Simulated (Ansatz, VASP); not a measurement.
## Si2C: VASP beside Ansatz

```
CELL_PARAMETERS angstrom
2.75226 0.00000 0.00000
-1.37613 2.38353 0.00000
0.00000 0.00000 5.39443
ATOMIC_POSITIONS crystal
Si 0.00000 0.00000 0.75000
Si 0.00000 0.00000 0.25000
C 0.33333 0.66667 0.00000
```

Change from the starting cell: ordered vacancies on the anion sites of tungsten carbide (P-6m2, No. 187).

Alike in both runs: task relaxation of cell and atoms; functional PBE; k mesh 6 × 6 × 4; occupations gaussian, width 0.1 eV; no spin polarisation.

|  | VASP | Ansatz |
| --- | --- | --- |
| version | VASP 6.6.1 | Ansatz 0.2.0 |
| potentials or method | VASP PAW PBE potentials, release 64 (Si, C), cutoff 600 eV | scalar-relativistic, plane waves, PAW |
| valence electrons in the cell | 12 | 12 |

Ansatz gave:

| Property | Result |
| --- | --- |
| gap on the k mesh at the Fermi level, each at its own relaxed structure (eV) | none |
| relaxed volume (Å³/atom) | 11.56 |
| relaxed length of the cell vector where the two differ most in proportion (Å) | 2.865 |

Question: Which values does VASP return?

Answer: gap on the k mesh at the Fermi level, each at its own relaxed structure (eV): none; relaxed volume (Å³/atom): 11.58; relaxed length of the cell vector where the two differ most in proportion (Å): 2.867.

A gap of «none» marks a metal or a gap that the smearing closes.

The k mesh is coarse, so the values compare programs but aren't converged.
